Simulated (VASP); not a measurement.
A run of VASP 6.6.1 is set up as follows.

The input INCAR:

```
SYSTEM = Al2O3
ALGO = Normal
EDIFF = 1E-6
ENCUT = 520
GGA = PE
ISIF = 2
ISMEAR = 0
LASPH = .True.
LCHARG = .True.
LELF = .True.
LREAL = .False.
LVHAR = .True.
LWAVE = .False.
NBANDS = 35
NELM = 60
PREC = Accurate
SIGMA = 0.1
```

The input KPOINTS:

```
k-points
0
Gamma
  4 4 4
  0 0 0
```

Contents of POSCAR:

```
Al2O3
1.0
   -4.5686009300      4.5686009300      4.5686009300
    4.5686009300     -4.5686009300      4.5686009300
    4.5686009300      4.5686009300     -4.5686009300
Al O
4 6
Direct
    0.7500000000      0.7500000000      0.7500000000
    0.5000000000      0.0000000000      0.7500000000
    0.0000000000      0.7500000000      0.5000000000
    0.7500000000      0.5000000000      0.0000000000
    0.6250000000      0.8750000000      0.7500000000
    0.8750000000      0.7500000000      0.6250000000
    0.7500000000      0.6250000000      0.8750000000
    0.2500000000      0.8750000000      0.6250000000
    0.6250000000      0.2500000000      0.8750000000
    0.8750000000      0.6250000000      0.2500000000
```

Potentials or basis: VASP PAW PBE potentials, release 64 (Al, O).

Command:

```console
$ cat potpaw_PBE.64/Al/POTCAR potpaw_PBE.64/O/POTCAR > POTCAR
$ mpirun -np 1 vasp_std > vasp.out
```

(1) Predict the pressure.

(2) Estimate the band gap on the k mesh.

Answers

(1) 7.3 GPa.

(2) 4.26 eV, indirect (least direct gap 4.47 eV).
